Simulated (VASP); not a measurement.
# Mn (P6_3/mmc) in VASP: a series of runs

Mn is run at these levels: PBE; tasks: single point.

Program: VASP 6.6.1. These are calculated values, not measurements. Logs are shortened: lines on timing, memory, paths and dates and some standing lists are left out, and cuts for length are marked.

## 1. The cell of the first run

It takes space group P6_3/mmc (No. 194, hexagonal). The conventional cell has a = 2.484 Å, b = 2.484 Å, c = 4.026 Å, α = 90.00°, β = 90.00°, γ = 120.00°. Mn (site symmetry -6m2) has 12 Mn at 2.47 to 2.48 Å within 3.3 Å.

## 2. Single point, PBE, collinear spin, ferromagnetic start

INCAR

```
SYSTEM = Mn
PREC     = Accurate       ! precision mode
ENCUT    = 520            ! plane-wave cutoff, eV
EDIFF    = 1E-6           ! SCF threshold, eV
ISMEAR   = -1             ! smearing method
SIGMA    = 0.05           ! smearing width, eV
LREAL    = .False.        ! projectors in reciprocal space
LASPH    = .True.         ! aspherical terms in the spheres
NELM     = 150            ! most SCF steps
ALGO     = Normal         ! electronic algorithm
ISIF     = 2              ! what is computed and relaxed
LWAVE    = .False.        ! write WAVECAR
LCHARG   = .False.        ! write CHGCAR
ISPIN    = 2              ! spin polarisation
MAGMOM   = 1 1            ! initial moments
LORBIT   = 11             ! projections on sites
NUPDOWN  = 2.0            ! fixed moment
LMAXMIX  = 4              ! l up to which the mixer works
GGA      = PE             ! functional
NBANDS   = 24             ! bands
```

KPOINTS

```
Automatic mesh
0
Gamma
  10 10 6
  0 0 0
```

POSCAR

```
Mn
1.0
    2.4836457705      0.0000000000      0.0000000000
   -1.2418228853      2.1509003313      0.0000000000
    0.0000000000      0.0000000000      4.0261950000
Mn
2
Direct
    0.3333333333      0.6666666667      0.2500000000
    0.6666666667      0.3333333333      0.7500000000
```

Potentials or basis: VASP PAW PBE potentials, release 64 (Mn_pv).

The run is started by

```sh
> cat potpaw_PBE.64/Mn_pv/POTCAR > POTCAR
> mpirun -np 1 vasp_std > vasp.out
```

OUTCAR:

```text
SYSTEM = Mn
   PREC = Accurate
   ENCUT = 520
   EDIFF = 1E-6
   ISMEAR = -1
   LREAL = .False.
   LASPH = .True.
   NELM = 150
   ISIF = 2
   ISPIN = 2
   LORBIT = 11
   NUPDOWN = 2.0
   GGA = PE

 ion  position               nearest neighbor table
   1  0.333  0.667  0.250-   2 2.47   2 2.47   2 2.47   2 2.47   2 2.47   2 2.47
   2  0.667  0.333  0.750-   1 2.47   1 2.47   1 2.47   1 2.47   1 2.47   1 2.47

  LATTYP: Found a hexagonal cell.
 ALAT       =     2.4836457705
 C/A-ratio  =     1.6210826229

  Lattice vectors:

 A1 = (   2.4836457705,   0.0000000000,   0.0000000000)
 A2 = (  -1.2418228853,   2.1509003313,   0.0000000000)
 A3 = (   0.0000000000,   0.0000000000,   4.0261950000)

Analysis of symmetry for initial positions (statically):
=====================================================================
 Subroutine PRICEL returns:
 Original cell was already a primitive cell.

 Routine SETGRP: Setting up the symmetry group for a
 hexagonal supercell.

 Subroutine GETGRP returns: Found 24 space group operations
 (whereof 12 operations were pure point group operations)
 out of a pool of 24 trial point group operations.

The static configuration has the point symmetry D_3d.
 The point group associated with its full space group is D_6h.

Analysis of symmetry for dynamics (positions and initial velocities):
=====================================================================
 Subroutine PRICEL returns:
 Original cell was already a primitive cell.

 Routine SETGRP: Setting up the symmetry group for a
 hexagonal supercell.

 Subroutine GETGRP returns: Found 24 space group operations
 (whereof 12 operations were pure point group operations)
 out of a pool of 24 trial point group operations.

The dynamic configuration has the point symmetry D_3d.
 The point group associated with its full space group is D_6h.

Analysis of structural, dynamic, and magnetic symmetry:
=====================================================================
 Subroutine PRICEL returns:
 Original cell was already a primitive cell.

 Routine SETGRP: Setting up the symmetry group for a
 hexagonal supercell.

 Subroutine GETGRP returns: Found 24 space group operations
 (whereof 12 operations were pure point group operations)
 out of a pool of 24 trial point group operations.

The overall configuration has the point symmetry D_3d.
 The point group associated with its full space group is D_6h.

 Subroutine INISYM returns: Found 24 space group operations
 (whereof 12 operations are pure point group operations),
 and found     1 'primitive' translations

----------------------------------------------------------------------------------------

                                     Primitive cell
[... 110 lines left out ...]
     AMIX     =   0.40;   BMIX     =  1.00
     AMIX_MAG =   1.60;   BMIX_MAG =  1.00
  volume/ion in A,a.u.               =      10.75        72.57
  Fermi-wavevector in a.u.,A,eV,Ry     =   1.743938  3.295565 41.379665  3.041320
  Thomas-Fermi vector in A             =   2.815914
   LORBIT       =     11    0 simple, 1 ext, 2 COOP (PROOUT), +10 PAW based schemes
   GGA     = PE    functional components
   LHFCALC =     F    Hartree Fock is set to
   AEXX    =    0.0000 exact exchange contribution
   IVDW    =     0    specifies the selected vdW correction
   LEPSILON=     F    determine dielectric tensor
   LRPA    =     F    only Hartree local field effects (RPA)
 spin polarized calculation
  energy-cutoff  :      520.00
  volume of cell :       21.51
 maximum number of plane-waves:       588
   NGX =  9   NGY =  9   NGZ = 15

 number of electron      26.0000029 magnetization       2.0000001

 Free energy of the ion-electron system (eV)
  ---------------------------------------------------
  ext. energy  EPLUGINS =         0.00000000
  ---------------------------------------------------
  free energy    TOTEN  =       -17.64530145 eV

  energy without entropy =      -17.61433676  energy(sigma->0) =      -17.62981910

 E-fermi :  10.3538     XC(G=0): -14.0016

 val. band max:       10.7932429518   @ k =   0.1000   0.1000   0.3333
 cond. band min:      10.3788478766   @ k =   0.5000   0.0000   0.0000
 fundamental gap:     -0.4143950753
 Fermi energy:        10.8203097084

 spin component 1

 k-point     1 :       0.0000    0.0000    0.0000
  band No.  band energies     occupation
      1     -38.2811      1.00000
      2     -37.6590      1.00000
      3     -37.6590      1.00000
      4     -37.5563      1.00000
      5     -37.5563      1.00000
      6     -37.5177      1.00000
[... 637 lines left out ...]
     23      28.6360      0.00000
     24      30.4604      0.00000

 [... further k-points ...]

 spin component 2

 k-point     1 :       0.0000    0.0000    0.0000
  band No.  band energies     occupation
      1     -37.3067      1.00000
      2     -36.6113      1.00000
      3     -36.6113      1.00000
      4     -36.5216      1.00000
      5     -36.5065      1.00000
      6     -36.5065      1.00000
[... 637 lines left out ...]
     23      29.0426      0.00000
     24      30.8110      0.00000

 [... further k-points ...]
[... 5 lines left out ...]
  --------------------------------------------------------------------------------------
  -------------------------------------------------------------------------------------
  Total        0.6886052      0.6886052      1.0397142     -0.0000000     -0.0000000     -0.0000000
  in kB       51.2951328     51.2951328     77.4497132     -0.0000000     -0.0000000     -0.0000000
  external PRESSURE =      60.0133263 kB  Pullay stress =       0.0000000 kB

 VOLUME and BASIS-vectors are now :
 -----------------------------------------------------------------------------
  energy-cutoff  :      520.00
  volume of cell :       21.51
      direct lattice vectors                 reciprocal lattice vectors
     2.483645770  0.000000000  0.000000000     0.402633907  0.232460795  0.000000000
    -1.241822885  2.150900331  0.000000000     0.000000000  0.464921589  0.000000000
     0.000000000  0.000000000  4.026195000     0.000000000  0.000000000  0.248373464

 POSITION                                       TOTAL-FORCE (eV/Angst)
 -----------------------------------------------------------------------------------
     -0.00000      1.43393      1.00655         0.000000     -0.000000      0.000000
      1.24182      0.71697      3.01965        -0.000000      0.000000      0.000000
 -----------------------------------------------------------------------------------
    total drift:                               -0.000000      0.000000     -0.000000

  FREE ENERGIE OF THE ION-ELECTRON SYSTEM (eV)
  ---------------------------------------------------
  free  energy   TOTEN  =       -17.6453014473 eV

  energy  without entropy=      -17.6143367586  energy(sigma->0) =      -17.62981910

 total charge

# of ion       s       p       d       tot
------------------------------------------
    1        0.427   6.398   5.162  11.987
    2        0.427   6.398   5.162  11.987
--------------------------------------------------
tot          0.854  12.796  10.323  23.973

 magnetization (x)

# of ion       s       p       d       tot
------------------------------------------
    1       -0.002   0.022   0.945   0.965
    2       -0.002   0.022   0.945   0.965
--------------------------------------------------
tot         -0.004   0.043   1.890   1.930
```

It took 27 s on 1 thread of Intel Xeon 6975P-C (Granite Rapids), shared host; peak memory 0.15 GiB.

What came out:

```
Free energy                                           : -17.6453 eV
Pressure                                              : 6.0 GPa
Net moment                                            : 2.00 μB per cell
Site moments                                          : Mn +0.96 μB
Valence electrons inside the program's atomic spheres : Mn 11.99
```

Caveat: the total moment is fixed, so each spin has its own Fermi level.

## 3. Single point, PBE, collinear spin, ferromagnetic start

INCAR

```
SYSTEM = Mn
PREC     = Accurate       ! precision mode
ENCUT    = 520            ! plane-wave cutoff, eV
EDIFF    = 1E-6           ! SCF threshold, eV
ISMEAR   = -1             ! smearing method
SIGMA    = 0.05           ! smearing width, eV
LREAL    = .FALSE.        ! projectors in reciprocal space
LASPH    = .TRUE.         ! aspherical terms in the spheres
NELM     = 150            ! most SCF steps
ALGO     = Normal         ! electronic algorithm
ISIF     = 2              ! what is computed and relaxed
LWAVE    = .FALSE.        ! write WAVECAR
LCHARG   = .FALSE.        ! write CHGCAR
ISPIN    = 2              ! spin polarisation
MAGMOM   = 2 2            ! initial moments
LORBIT   = 11             ! projections on sites
NUPDOWN  = 4.0            ! fixed moment
LMAXMIX  = 4              ! l up to which the mixer works
GGA      = PE             ! functional
NBANDS   = 24             ! bands
```

KPOINTS

```
regular mesh
0
G
  10 10 6
  0 0 0
```

POSCAR is that of step 2.

Potentials or basis: VASP PAW PBE potentials, release 64 (Mn_pv).

The run is started by

```sh
> cat potpaw_PBE.64/Mn_pv/POTCAR > POTCAR
> mpirun -np 1 vasp_std > vasp.out
```

Wall time 28 s (1 thread of Intel Xeon 6975P-C (Granite Rapids), shared host); peak memory 0.15 GiB.

The run converged. Its results:

```
Free energy                                           : -17.0158 eV
Pressure                                              : 26.6 GPa
Net moment                                            : 4.00 μB per cell
Site moments                                          : Mn +1.94 μB
Valence electrons inside the program's atomic spheres : Mn 11.99
```

Stress tensor (GPa, compression positive):
```
24.14  0.00  0.00
 0.00 24.14  0.00
 0.00  0.00 31.53
```

Caveat: the total moment is fixed, so each spin has its own Fermi level.
